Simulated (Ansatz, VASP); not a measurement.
One calculation of MgS, two programs

```
Mg S
1.0
     0.00000    2.67970    2.60165
     2.67970    0.00000    2.60165
     2.67970    2.67970    0.00000
Mg S
1 1
Direct
  0.00000 0.00000 0.00000
  0.50000 0.50000 0.50000
```

Change from the starting cell: equal xx and yy strain of +3 %.

Alike in both runs: task single point; functional LDA; k mesh 8 × 8 × 8; occupations fermi-dirac, width 0.01 eV; no spin polarisation.

|  | VASP | Ansatz |
| --- | --- | --- |
| version | VASP 6.6.1 | Ansatz 0.2.0 |
| potentials or method | VASP PAW LDA potentials, release 64 (Mg, S), cutoff 520 eV | all-electron LAPW, scalar-relativistic |

VASP gave:

* gap on the k mesh at the Fermi level (eV): 2.31
* pressure (GPa): -7.3
* traceless stress, the component that is largest in VASP (GPa): 1.35

Question: Which values does Ansatz return?

Answer: gap on the k mesh at the Fermi level (eV): 2.31; pressure (GPa): -6.8; traceless stress, the component that is largest in VASP (GPa): 1.36.

LDA's correlation is that of Perdew and Zunger in VASP and of Perdew and Wang (1992) in Ansatz. Ansatz ran all-electron here, and VASP with PAW potentials.
